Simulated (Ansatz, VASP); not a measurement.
# LiH: VASP beside Ansatz

Contents of INCAR:

```
SYSTEM = LiH
  ALGO = Normal
  EDIFF = 1E-6
  ENCUT = 750
  GGA = CA
  GGA_COMPAT = .FALSE.
  ISIF = 2
  ISMEAR = 0
  LASPH = .TRUE.
  LCHARG = .FALSE.
  LREAL = .FALSE.
  LWAVE = .FALSE.
  NBANDS = 9
  NELM = 120
  PREC = Accurate
  SIGMA = 0.05
```

Contents of KPOINTS:

```
k-points
0
G
  8 8 8
  0 0 0
```

File POSCAR:

```
LiH
1.0
    0.0000000000      2.1100000000      2.1100000000
    2.1100000000      0.0000000000      2.1100000000
    2.1100000000      2.1100000000      0.0000000000
Li H
1 1
Direct
    0.0000000000      0.0000000000      0.0000000000
    0.5000000000      0.5000000000      0.5000000000
```

Input for Ansatz:

```yaml
crystal:
  lattice:
    - [0.0, 2.11, 2.11]
    - [2.11, 0.0, 2.11]
    - [2.11, 2.11, 0.0]
  atoms:
    - { symbol: Li, position: [0.0, 0.0, 0.0] }
    - { symbol: H, position: [0.5, 0.5, 0.5] }
basis:
  ecutwfc: 420
kpoints:
  mp_grid: { grid: [8, 8, 8] }
hamiltonian:
  xc: lda
scf:
  occupations: { method: gaussian, width: 0.05 }
output:
  forces: true
  stress: true
  eigenvalues: true
```

Alike in both runs: task single point; functional LDA; k mesh 8 × 8 × 8; occupations gaussian, width 0.05 eV; no spin polarisation.

|  | VASP | Ansatz |
| --- | --- | --- |
| version | VASP 6.6.1 | Ansatz 0.2.0 |
| potentials or method | VASP PAW LDA potentials, release 64 (Li_sv, H), cutoff 750 eV | scalar-relativistic, plane waves, PAW |
| valence electrons in the cell | 4 | 4 |

Ansatz gave:

```
gap on the k mesh at the Fermi level (eV) : 2.73
least direct gap on the mesh (eV)         : 2.73
pressure (GPa)                            : -6.4
```

Problem. What did VASP give for the same quantities?

Solution. gap on the k mesh at the Fermi level (eV): 2.73; least direct gap on the mesh (eV): 2.73; pressure (GPa): -6.5.

LDA's correlation is that of Perdew and Zunger in VASP and of Perdew and Wang (1992) in Ansatz.
